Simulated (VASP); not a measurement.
# HfH (P6/mmm) in VASP: notebook

The runs below take HfH through single point, relaxation of cell and atoms, with PBE.

All numbers are computed with VASP 6.6.1; they aren't measurements. Logs are shortened: lines on timing, memory, paths and dates and some standing lists are left out, and cuts for length are marked.

## 1. The cell of the first run

The structure is hexagonal, space group P6/mmm (No. 191). Conventional cell: a = 5.120 Å, b = 5.120 Å, c = 3.795 Å, α = 90.00°, β = 90.00°, γ = 120.00°. Hf (site symmetry -6m2) has 2 H at 1.90 Å within 2.5 Å. H (site symmetry -6m2) has 2 Hf at 1.90 Å within 2.5 Å.

## 2. Single point, PBE

INCAR

```
SYSTEM = HfH
ALGO     = Normal         ! electronic algorithm
EDIFF    = 1E-7           ! SCF threshold, eV
ENCUT    = 520            ! plane-wave cutoff, eV
GGA      = PE             ! functional
ISIF     = 2              ! what is computed and relaxed
ISMEAR   = 0              ! smearing method
LASPH    = .True.         ! aspherical terms in the spheres
LCHARG   = .False.        ! write CHGCAR
LREAL    = .False.        ! projectors in reciprocal space
LWAVE    = .False.        ! write WAVECAR
NBANDS   = 19             ! bands
NELM     = 100            ! most SCF steps
PREC     = Accurate       ! precision mode
SIGMA    = 0.1            ! smearing width, eV
```

KPOINTS

```
k-points
0
Gamma
  6 6 4
  0 0 0
```

POSCAR

```
HfH
1.0
    5.1195646151      0.0000000000      0.0000000000
   -2.5597823076      4.4336730130      0.0000000000
    0.0000000000      0.0000000000      3.7954915341
Hf H
2 2
Direct
    0.3333333333      0.6666666667      0.0000000000
    0.6666666667      0.3333333333      0.0000000000
    0.3333333333      0.6666666667      0.5000000000
    0.6666666667      0.3333333333      0.5000000000
```

Potentials or basis: VASP PAW PBE potentials, release 64 (Hf_pv, H).

Run with:

```
$ cat potpaw_PBE.64/Hf_pv/POTCAR potpaw_PBE.64/H/POTCAR > POTCAR
$ mpirun -np 1 vasp_std > vasp.out
```

OUTCAR:

```text
SYSTEM = HfH
   EDIFF = 1E-7
   ENCUT = 520
   GGA = PE
   ISIF = 2
   ISMEAR = 0
   LASPH = .True.
   LREAL = .False.
   NELM = 100
   PREC = Accurate

 ion  position               nearest neighbor table
   1  0.333  0.667  0.000-   3 1.90   3 1.90   2 2.96   2 2.96   2 2.96
   2  0.667  0.333  0.000-   4 1.90   4 1.90   1 2.96   1 2.96   1 2.96
   3  0.333  0.667  0.500-   1 1.90   1 1.90
   4  0.667  0.333  0.500-   2 1.90   2 1.90

  LATTYP: Found a hexagonal cell.
 ALAT       =     5.1195646151
 C/A-ratio  =     0.7413699835

  Lattice vectors:

 A1 = (   5.1195646151,   0.0000000000,   0.0000000000)
 A2 = (  -2.5597823076,   4.4336730130,   0.0000000000)
 A3 = (   0.0000000000,   0.0000000000,   3.7954915341)

Analysis of symmetry for initial positions (statically):
=====================================================================
 Subroutine PRICEL returns:
 Original cell was already a primitive cell.

 Routine SETGRP: Setting up the symmetry group for a
 hexagonal supercell.

 Subroutine GETGRP returns: Found 24 space group operations
 (whereof 24 operations were pure point group operations)
 out of a pool of 24 trial point group operations.

The static configuration has the point symmetry D_6h.

Analysis of symmetry for dynamics (positions and initial velocities):
=====================================================================
 Subroutine PRICEL returns:
 Original cell was already a primitive cell.

 Routine SETGRP: Setting up the symmetry group for a
 hexagonal supercell.

 Subroutine GETGRP returns: Found 24 space group operations
 (whereof 24 operations were pure point group operations)
 out of a pool of 24 trial point group operations.

The dynamic configuration has the point symmetry D_6h.

 Subroutine INISYM returns: Found 24 space group operations
 (whereof 24 operations are pure point group operations),
 and found     1 'primitive' translations

----------------------------------------------------------------------------------------

                                     Primitive cell

  volume of cell :      86.1519

  direct lattice vectors                    reciprocal lattice vectors
     5.119564615  0.000000000  0.000000000     0.195329110  0.112773314  0.000000000
    -2.559782308  4.433673013  0.000000000     0.000000000  0.225546629  0.000000000
     0.000000000  0.000000000  3.795491534     0.000000000  0.000000000  0.263470486

  length of vectors
     5.119564615  5.119564615  3.795491534     0.225546629  0.225546629  0.263470486

  position of ions in fractional coordinates (direct lattice)
     0.333333333  0.666666667  0.000000000
     0.666666667  0.333333333  0.000000000
     0.333333333  0.666666667  0.500000000
     0.666666667  0.333333333  0.500000000

  ion indices of the primitive-cell ions
   primitive index   ion index
                 1           1
                 2           2
                 3           3
                 4           4

----------------------------------------------------------------------------------------

 KPOINTS: k-points

Automatic generation of k-mesh.
 Grid dimensions read from file:
 generate k-points for:    6    6    4

 Generating k-lattice:

  Cartesian coordinates                     Fractional coordinates (reciprocal lattice)
     0.032554852  0.018795552  0.000000000     0.166666667  0.000000000  0.000000000
     0.000000000  0.037591105  0.000000000     0.000000000  0.166666667  0.000000000
     0.000000000  0.000000000  0.065867622     0.000000000  0.000000000  0.250000000

  Length of vectors
     0.037591105  0.037591105  0.065867622

  Shift w.r.t. Gamma in fractional coordinates (k-lattice)
     0.000000000  0.000000000  0.000000000

 Subroutine IBZKPT returns following result:
 ===========================================

 Found     21 irreducible k-points:

 Following reciprocal coordinates:
            Coordinates               Weight
  0.000000  0.000000  0.000000      1.000000
  0.166667  0.000000  0.000000      6.000000
  0.333333  0.000000  0.000000      6.000000
  0.500000  0.000000  0.000000      3.000000
  0.166667  0.166667  0.000000      6.000000
  0.333333  0.166667  0.000000     12.000000
[... 13 lines left out ...]
  0.333333  0.166667  0.500000     12.000000
  0.333333  0.333333  0.500000      2.000000
   k-points           NKPTS =     21   k-points in BZ     NKDIM =     21   number of bands    NBANDS=     19
   number of dos      NEDOS =    301   number of ions     NIONS =      4
   total plane-waves  NPLWV =  44800
   dimension x,y,z NGX =    40 NGY =   40 NGZ =   28
   dimension x,y,z NGXF=    80 NGYF=   80 NGZF=   56
   ions per type =               2   2
   NGX,Y,Z   is equivalent  to a cutoff of  12.99, 12.99, 12.26 a.u.
   NGXF,Y,Z  is equivalent  to a cutoff of  25.98, 25.98, 24.53 a.u.
 SYSTEM =  HfH
   PREC   = accura    normal or accurate (medium, high low for compatibility)
   ISTART =      0    job   : 0-new  1-cont  2-samecut
   ICHARG =      2    charge: 1-file 2-atom 10-const
   ISPIN  =      1    spin polarized calculation?
   LNONCOLLINEAR =      F non collinear calculations
   LSORBIT =      F    spin-orbit coupling
   LASPH  =      T    aspherical Exc in radial PAW
   ENCUT  =  520.0 eV  38.22 Ry    6.18 a.u.   9.52  9.52  7.06*2*pi/ulx,y,z
   NELM   =    100;   NELMIN=  2; NELMDL= -5     # of ELM steps
   EDIFF  = 0.1E-06   stopping-criterion for ELM
   LREAL  =      F    real-space projection
   EDIFFG = 0.1E-05   stopping-criterion for IOM
   NSW    =      0    number of steps for IOM
   IBRION =     -1    ionic relax: 0-MD 1-quasi-New 2-CG
   NFREE  =      0    steps in history (QN), initial steepest desc. (CG)
   ISIF   =      2    stress and relaxation
   ISYM   =      2    0-nonsym 1-usesym 2-fastsym
   POTIM  = 0.5000    time-step for ionic-motion
   TEBEG  =    0.0;   TEEND  =   0.0 temperature during run
   PSTRESS=    0.0 pullay stress
   NELECT =      22.0000    total number of electrons
   NUPDOWN=      -1.0000    fix difference up-down
   EMIN   =  10.00;   EMAX   =-10.00  energy-range for DOS
   EFERMI =   0.00;   METHOD = LEGACY
   ISMEAR =     0;   SIGMA  =   0.10  broadening in eV -4-tet -1-fermi 0-gaus
   EFERMI_NEDOS =   21; number of points for ismear=-14 and -15
   IALGO  =     38    algorithm
   IMIX   =      4    mixing-type and parameters
     AMIX     =   0.40;   BMIX     =  1.00
     AMIX_MAG =   1.60;   BMIX_MAG =  1.00
  volume/ion in A,a.u.               =      21.54       145.35
  Fermi-wavevector in a.u.,A,eV,Ry     =   1.038630  1.962726 14.677313  1.078752
  Thomas-Fermi vector in A             =   2.173123
   LORBIT       =      0    0 simple, 1 ext, 2 COOP (PROOUT), +10 PAW based schemes
   GGA     = PE    functional components
   LHFCALC =     F    Hartree Fock is set to
   AEXX    =    0.0000 exact exchange contribution
   IVDW    =     0    specifies the selected vdW correction
   LEPSILON=     F    determine dielectric tensor
   LRPA    =     F    only Hartree local field effects (RPA)
 non-spin polarized calculation
 Gauss-broadening in eV      SIGMA  =   0.10
  energy-cutoff  :      520.00
  volume of cell :       86.15
 maximum number of plane-waves:      2354
 NGX is ok and might be reduce to    40
   NGX = 19   NGY = 19   NGZ = 15

 number of electron      22.0000000 magnetization

 Free energy of the ion-electron system (eV)
  ---------------------------------------------------
  ext. energy  EPLUGINS =         0.00000000
  ---------------------------------------------------
  free energy    TOTEN  =       -22.43411909 eV

  energy without entropy =      -22.41406271  energy(sigma->0) =      -22.42409090

 E-fermi :   1.0585     XC(G=0):  -8.4943

 val. band max:        0.9975978401   @ k =   0.1667   0.0000   0.5000
 cond. band min:       1.0591728361   @ k =   0.5000   0.0000   0.0000
 fundamental gap:      0.0615749959
 Fermi energy:         1.0585355381

 k-point     1 :       0.0000    0.0000    0.0000
  band No.  band energies     occupation
      1     -30.0329      2.00000
      2     -30.0329      2.00000
      3     -29.8092      2.00000
      4     -29.6874      2.00000
      5     -29.5162      2.00000
      6     -29.5162      2.00000
[... 11 lines left out ...]
     18       6.6335      0.00000
     19       6.6335      0.00000

 k-point     2 :       0.1667    0.0000    0.0000
  band No.  band energies     occupation
      1     -30.0436      2.00000
      2     -30.0081      2.00000
      3     -29.8020      2.00000
      4     -29.6947      2.00000
      5     -29.5428      2.00000
      6     -29.5047      2.00000
[... 11 lines left out ...]
     18       6.2209      0.00000
     19       6.4801      0.00000

 k-point     3 :       0.3333    0.0000    0.0000
  band No.  band energies     occupation
      1     -30.0637      2.00000
      2     -29.9473      2.00000
      3     -29.7836      2.00000
      4     -29.7133      2.00000
      5     -29.6070      2.00000
      6     -29.4829      2.00000
[... 11 lines left out ...]
     18       5.3916      0.00000
     19       6.2740      0.00000

 k-point     4 :       0.5000    0.0000    0.0000
  band No.  band energies     occupation
      1     -30.0731      2.00000
      2     -29.9061      2.00000
      3     -29.7688      2.00000
      4     -29.7282      2.00000
      5     -29.6499      2.00000
      6     -29.4725      2.00000
[... 341 lines left out ...]
     18       4.0793      0.00000
     19       4.6786      0.00000

 k-point    20 :       0.3333    0.1667    0.5000
  band No.  band energies     occupation
      1     -30.0745      2.00000
      2     -29.8814      2.00000
      3     -29.8770      2.00000
      4     -29.8369      2.00000
      5     -29.6674      2.00000
      6     -29.4595      2.00000
[... 11 lines left out ...]
     18       4.5144      0.00000
     19       4.5145      0.00000

 k-point    21 :       0.3333    0.3333    0.5000
  band No.  band energies     occupation
      1     -30.0865      2.00000
      2     -29.8591      2.00000
      3     -29.8591      2.00000
      4     -29.7727      2.00000
      5     -29.7727      2.00000
      6     -29.4470      2.00000
[... 11 lines left out ...]
     18       4.3766      0.00000
     19       4.3766      0.00000

------------------------ aborting loop because EDIFF is reached ----------------------------------------

  FORCE on cell =-STRESS in cart. coord.  units (eV):
  Direction    XX          YY          ZZ          XY          YZ          ZX
  --------------------------------------------------------------------------------------
  -------------------------------------------------------------------------------------
  Total       -0.2595151     -0.2595151     -0.1426313      0.0000000      0.0000000      0.0000000
  in kB       -4.8262352     -4.8262352     -2.6525317      0.0000000      0.0000000      0.0000000
  external PRESSURE =      -4.1016674 kB  Pullay stress =       0.0000000 kB

 VOLUME and BASIS-vectors are now :
 -----------------------------------------------------------------------------
  energy-cutoff  :      520.00
  volume of cell :       86.15
      direct lattice vectors                 reciprocal lattice vectors
     5.119564615  0.000000000  0.000000000     0.195329110  0.112773314  0.000000000
    -2.559782308  4.433673013  0.000000000     0.000000000  0.225546629  0.000000000
     0.000000000  0.000000000  3.795491534     0.000000000  0.000000000  0.263470486

 POSITION                                       TOTAL-FORCE (eV/Angst)
 -----------------------------------------------------------------------------------
     -0.00000      2.95578      0.00000         0.000000     -0.000000     -0.000000
      2.55978      1.47789      0.00000        -0.000000      0.000000      0.000000
     -0.00000      2.95578      1.89775        -0.000000      0.000000     -0.000000
      2.55978      1.47789      1.89775        -0.000000     -0.000000      0.000000
 -----------------------------------------------------------------------------------
    total drift:                                0.000000     -0.000000      0.000000

  FREE ENERGIE OF THE ION-ELECTRON SYSTEM (eV)
  ---------------------------------------------------
  free  energy   TOTEN  =       -22.4341190895 eV

  energy  without entropy=      -22.4140627069  energy(sigma->0) =      -22.42409090
```

Run time: 38 s. Hardware: 1 thread of AMD EPYC 7R43 (Zen 3), shared host; peak memory 0.17 GiB.

What came out:

| Property | Result |
| --- | --- |
| Free energy | -22.4341 eV |
| Pressure | -0.4 GPa |
| Band gap on the k mesh | zero (band 11 reaches 1.68 eV, above the bottom of band 12 at 0.34 eV) |

Stress tensor (GPa, compression positive):
```
-0.48  0.00  0.00
 0.00 -0.48  0.00
 0.00  0.00 -0.27
```

Caveat: the k points lie up to 0.41 Å⁻¹ apart; spin-orbit coupling is left out, which moves the levels of the heavy elements.

(Continued in part 2 of 2.)
